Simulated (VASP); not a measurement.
The system is BAs.

```
As B
1.0
     0.00000    2.37247    2.37247
     2.37247    0.00000    2.37247
     2.37247    2.37247    0.00000
As B
1 1
Direct
  0.75000 0.75000 0.75000
  0.00000 0.00000 0.00000
```

Base run:

- Program: VASP 6.6.1
- Functional: BLYP
- Dispersion: D4
- Potentials or basis: VASP PAW PBE potentials, release 64 (As_d, B)
- Cutoff: 560 eV
- k mesh: 10 × 10 × 10
- Occupations: fermi-dirac, width 0.05 eV
- Spin: no spin polarisation

Its results: band gap on the k mesh 1.39 eV (least direct gap 3.39 eV); pressure 1.9 GPa.

**Question.** The run is repeated on the same cell with these changes: functional from BLYP to PBEsol; dispersion from D4 to none. What comes out?

**Answer.** Band gap on the k mesh 1.07 eV (least direct gap 3.27 eV); pressure 1.9 GPa.

Several settings changed at once.

Caveats: the PAW data sets were made with another functional, which shifts forces and pressure a little.

A k mesh can miss the band edges.
